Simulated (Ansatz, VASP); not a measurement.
Ta2N in VASP and in Ansatz

```
Ta N
1.0
     3.06220    0.00000    0.00000
    -1.53110    2.65194    0.00000
     0.00000    0.00000    4.93464
Ta N
2 1
Direct
  0.66667 0.33333 0.74332
  0.33333 0.66667 0.25668
  0.00000 0.00000 0.00000
```

Alike in both runs: functional r2SCAN; k mesh 6 × 6 × 4; occupations gaussian, width 0.1 eV; no spin polarisation.

Ansatz relaxed the structure, and its values are those at the end. VASP's run is a single point on that final structure, the one shown.

```csv
,VASP,Ansatz
version,VASP 6.6.1,Ansatz 0.2.0
potentials or method,"VASP PAW PBE potentials, release 64 (Ta_sv_GW, N), cutoff 660 eV","scalar-relativistic, plane waves, PAW"
valence electrons in the cell,31,31
```

```tsv
	VASP	Ansatz	Ansatz less VASP
gap on the k mesh at the Fermi level (eV)	none	none	-
pressure (GPa)	-0.3	-0.1	+0.21
rms of the force components (eV/Å)	0.020	0.003	-0.0169
```

VASP's potentials were made for PBE, not for r2SCAN. A gap of «none» marks a metal or a gap that the smearing closes. With one functional, cell and mesh, what is left measures potentials, basis and numerics.

The k mesh is coarse, so the values compare programs but aren't converged. Spin-orbit coupling is off throughout.
